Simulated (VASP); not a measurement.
Wanted: the native input for a VASP 6.6.1 run.

| Item | Value |
| --- | --- |
| Task | single point |
| Functional | PBE |
| Potentials or basis | VASP PAW PBE potentials, release 64 (Hf_pv, O) |
| Cutoff | 520 eV |
| k mesh | 8 × 8 × 8 |
| Occupations | fermi-dirac, width 0.02 eV |
| Spin | no spin polarisation |
| Dipole correction | no |
| Further INCAR settings | ALGO = Normal; EDIFF = 1e-06; NBANDS = 18 |

The structure of HfO2 lies in POSCAR:

```
HfO2
1.0
    0.0000000000      2.5797659657      2.5125931651
    2.5797659657      0.0000000000      2.5125931651
    2.5797659657      2.5797659657      0.0000000000
Hf O
1 2
Direct
    0.0000000000      0.0000000000      0.0000000000
    0.2500000000      0.2500000000      0.2500000000
    0.7500000000      0.7500000000      0.7500000000
```

This cell differs from its parent crystal: epitaxial xy strain +2.0%.

One way to write it, as run:

INCAR

```
SYSTEM = HfO2
  PREC = Accurate
  ENCUT = 520
  EDIFF = 1E-6
  ISMEAR = -1
  SIGMA = 0.02
  LREAL = .False.
  LASPH = .True.
  NELM = 60
  ALGO = Normal
  ISIF = 2
  LWAVE = .False.
  LCHARG = .False.
  GGA = PE
  NBANDS = 18
```

KPOINTS

```
regular mesh
0
Gamma
  8 8 8
  0 0 0
```

Potentials or basis: VASP PAW PBE potentials, release 64 (Hf_pv, O).

Command:

```sh
$ cat potpaw_PBE.64/Hf_pv/POTCAR potpaw_PBE.64/O/POTCAR > POTCAR
$ mpirun -np 1 vasp_std > vasp.out
```

Results of the run:

```json
{
 "Pressure": "-5.9 GPa",
 "Band gap on the k mesh": "3.49 eV, indirect (least direct gap 3.53 eV)"
}
```

Caveat: the cell differs from its parent crystal (epitaxial xy strain +2.0%); spin-orbit coupling is left out, which moves the levels of the heavy elements.

Wall time 16 s on 1 thread of Intel(R) Xeon(R) 6975P-C (Granite Rapids), on a shared host, peak memory 0.17 GiB.
